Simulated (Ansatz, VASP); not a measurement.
# One calculation of WC, two programs

```
CELL_PARAMETERS angstrom
0.00000 2.17269 2.17269
2.17269 0.00000 2.17269
2.17269 2.17269 0.00000
ATOMIC_POSITIONS crystal
W 0.00000 0.00000 0.00000
C 0.50000 0.50000 0.50000
```

Alike in both runs: functional PBEsol; k mesh 16 × 16 × 16; occupations gaussian, width 0.1 eV; no spin polarisation.

Ansatz relaxed the structure, and its values are those at the end. VASP's run is a single point on that final structure, the one shown.

|  | VASP | Ansatz |
| --- | --- | --- |
| version | VASP 6.6.1 | Ansatz 0.2.0 |
| potentials or method | VASP PAW PBE potentials, release 64 (W_sv, C), cutoff 520 eV | scalar-relativistic, plane waves, PAW |
| valence electrons in the cell | 18 | 18 |

VASP gave:

* gap on the k mesh at the Fermi level (eV): none
* pressure (GPa): 1.1

Which values does Ansatz return?

gap on the k mesh at the Fermi level (eV): none; pressure (GPa): 0.0.

VASP's potentials were made for PBE, not for PBEsol. A gap of «none» marks a metal or a gap that the smearing closes.

Spin-orbit coupling is off throughout.
